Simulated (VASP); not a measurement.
Wanted: the native input for a VASP 6.6.1 run.

```
Task                   : single point
Functional             : LDA
Potentials or basis    : VASP PAW LDA potentials, release 64 (Al, Ru_pv)
Cutoff                 : 520 eV
k mesh                 : 6 × 6 × 6
Occupations            : fermi-dirac, width 0.01 eV
Spin                   : no spin polarisation
Dipole correction      : no
Further INCAR settings : ALGO = Normal; EDIFF = 1e-06; NBANDS = 16
```

The structure of AlRu lies in POSCAR:

```
AlRu
1.0
    2.9916000000      0.0000000000      0.0000000000
    0.0000000000      2.9916000000      0.0000000000
    0.0000000000      0.0000000000      2.9916000000
Al Ru
1 1
Direct
    0.0000000000      0.0000000000      0.0000000000
    0.5000000000      0.5000000000      0.5000000000
```

The input as run:

INCAR

```
ALGO = Normal
EDIFF = 1E-6
ENCUT = 520
ISIF = 2
ISMEAR = -1
LASPH = True
LCHARG = False
LREAL = False
LWAVE = False
NBANDS = 16
NELM = 80
PREC = Accurate
SIGMA = 0.01
```

KPOINTS

```
k-points
0
Gamma
  6 6 6
```

Potentials or basis: VASP PAW LDA potentials, release 64 (Al, Ru_pv).

The run is started by

```sh
$ cat potpaw_LDA.64/Al/POTCAR potpaw_LDA.64/Ru_pv/POTCAR > POTCAR
$ mpirun -np 1 vasp_std > vasp.out
```

It gave:

```
Pressure : -7.8 GPa
```

Run time: 2.4 s on 1 thread of Intel(R) Xeon(R) 6975P-C (Granite Rapids), with other jobs on the host, peak memory 0.12 GiB.
